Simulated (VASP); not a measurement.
A run of VASP 6.6.1 is set up as follows.

The input INCAR:

```
SYSTEM = Al5Ru
PREC     = Accurate       ! precision mode
ENCUT    = 520            ! plane-wave cutoff, eV
EDIFF    = 1E-6           ! SCF threshold, eV
ISMEAR   = 0              ! smearing method
SIGMA    = 0.1            ! smearing width, eV
LREAL    = .FALSE.        ! projectors in reciprocal space
LASPH    = .TRUE.         ! aspherical terms in the spheres
NELM     = 60             ! most SCF steps
ALGO     = Fast           ! electronic algorithm
ISIF     = 2              ! what is computed and relaxed
LWAVE    = .FALSE.        ! write WAVECAR
LCHARG   = .FALSE.        ! write CHGCAR
GGA      = PE             ! functional
NBANDS   = 24             ! bands
```

File KPOINTS:

```
Automatic mesh
0
G
  18 18 4
  0 0 0
```

Contents of POSCAR:

```
Al5Ru
1.0
    2.8879611369      0.0000000000      0.0000000000
   -1.4439805685      2.5010477097      0.0000000000
    0.0000000000      0.0000000000     13.1872005119
Al Ru
5 1
Direct
    0.0000000000      0.0000000000      0.6755788573
    0.3333333333      0.6666666667      0.8533034399
    0.3333333333      0.6666666667      0.1466965601
    0.0000000000      0.0000000000      0.3244211427
    0.3333333333      0.6666666667      0.5000000000
    0.6666666667      0.3333333333      0.0000000000
```

Potentials or basis: VASP PAW PBE potentials, release 64 (Al, Ru_pv).

Launch:

```bash
$ cat potpaw_PBE.64/Al/POTCAR potpaw_PBE.64/Ru_pv/POTCAR > POTCAR
$ mpirun -np 1 vasp_std > vasp.out
```

(1) What does it give for the pressure?

(2) Predict the band gap on the k mesh.

(3) Predict the largest force.

## Answers

(1) 0.0 GPa.

(2) zero (an odd number of electrons rules out a gap without spin polarisation).

(3) 0.006 eV/Å.
